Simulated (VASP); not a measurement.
Write the native input for VASP 6.6.1 that does the following.

* Task: relaxation of cell and atoms
* Functional: r2SCAN
* Potentials or basis: VASP PAW PBE potentials, release 64 (Sn_d)
* Cutoff: 600 eV
* k mesh: 3 × 3 × 6
* Occupations: gaussian, width 0.1 eV
* Spin: no spin polarisation
* Dipole correction: no
* Further INCAR settings: ALGO = Normal; EDIFF = 1e-07; IBRION = 2; EDIFFG = -0.04; NSW = 90; ISIF = 3

Sn:

```xyz
3
Lattice="5.8212 0.0000 0.0000 -2.9106 5.0413 0.0000 0.0000 0.0000 2.8846" Properties=species:S:1:pos:R:3 pbc="T T T"
Sn    0.0000    0.0000    0.0000
Sn    0.0000    3.3609    1.4423
Sn    2.9106    1.6804    1.4423
```

This isn't the form of Sn at room conditions, which is tetragonal (white tin).

These files were run (other wordings do the same):

POSCAR

```
Sn
1.0
    5.8211958106      0.0000000000      0.0000000000
   -2.9105979053      5.0413034524      0.0000000000
    0.0000000000      0.0000000000      2.8845504278
Sn
3
Direct
    0.0000000000      0.0000000000      0.0000000000
    0.3333333333      0.6666666667      0.5000000000
    0.6666666667      0.3333333333      0.5000000000
```

INCAR.step1

```
SYSTEM = Sn
ALGO     = Normal         ! electronic algorithm
EDIFF    = 1E-4           ! SCF threshold, eV
ENCUT    = 600            ! plane-wave cutoff, eV
GGA      = PE             ! functional
ISMEAR   = 0              ! smearing method
LASPH    = .True.         ! aspherical terms in the spheres
LCHARG   = .False.        ! write CHGCAR
LREAL    = .False.        ! projectors in reciprocal space
LWAVE    = .True.         ! write WAVECAR
NELM     = 100            ! most SCF steps
PREC     = Accurate       ! precision mode
SIGMA    = 0.1            ! smearing width, eV
```

INCAR.step2

```
SYSTEM = Sn
ALGO     = Normal         ! electronic algorithm
EDIFF    = 1E-7           ! SCF threshold, eV
EDIFFG   = -0.04          ! ionic threshold
ENCUT    = 600            ! plane-wave cutoff, eV
IBRION   = 2              ! ionic algorithm
ISIF     = 3              ! what is computed and relaxed
ISMEAR   = 0              ! smearing method
ISTART   = 1            
LASPH    = .True.         ! aspherical terms in the spheres
LCHARG   = .False.        ! write CHGCAR
LMIXTAU  = .True.       
LREAL    = .False.        ! projectors in reciprocal space
LWAVE    = .False.        ! write WAVECAR
METAGGA  = R2SCAN         ! meta-GGA
NELM     = 100            ! most SCF steps
NSW      = 90             ! ionic steps
PREC     = Accurate       ! precision mode
SIGMA    = 0.1            ! smearing width, eV
```

KPOINTS

```
k-points
0
Gamma
  3 3 6
  0 0 0
```

Potentials or basis: VASP PAW PBE potentials, release 64 (Sn_d).

Run with:

```console
$ cat potpaw_PBE.64/Sn_d/POTCAR > POTCAR
$ cp INCAR.step1 INCAR
$ mpirun -np 1 vasp_std > vasp.out
$ cp INCAR.step2 INCAR
$ mpirun -np 1 vasp_std > vasp.out
```

It gave:

```json
{"Relaxed volume": "27.42 Å³/atom", "Relaxed cell": "a = 5.462 Å, b = 5.462 Å, c = 3.184 Å, α = 90.00°, β = 90.00°, γ = 120.00°", "Space group after relaxing (to 0.1 Å)": "P6/mmm (No. 191)", "Energy gained by relaxing": "180.5 meV/atom", "Ionic steps": "7", "Pressure after relaxing": "0.0 GPa", "Band gap on the k mesh": "zero (bands 21 and 22 overlap by 3.65 eV)"}
```

Caveat: the k points lie up to 0.44 Å⁻¹ apart in the final cell, too coarse for converged energies and pressures of a metal; the PAW data sets were made with another functional, which shifts forces and pressure a little; spin-orbit coupling is left out, which moves the levels of the heavy elements.

Run time: 16 min on 1 thread of Intel Xeon 8259CL, on a shared host, peak memory 0.26 GiB.
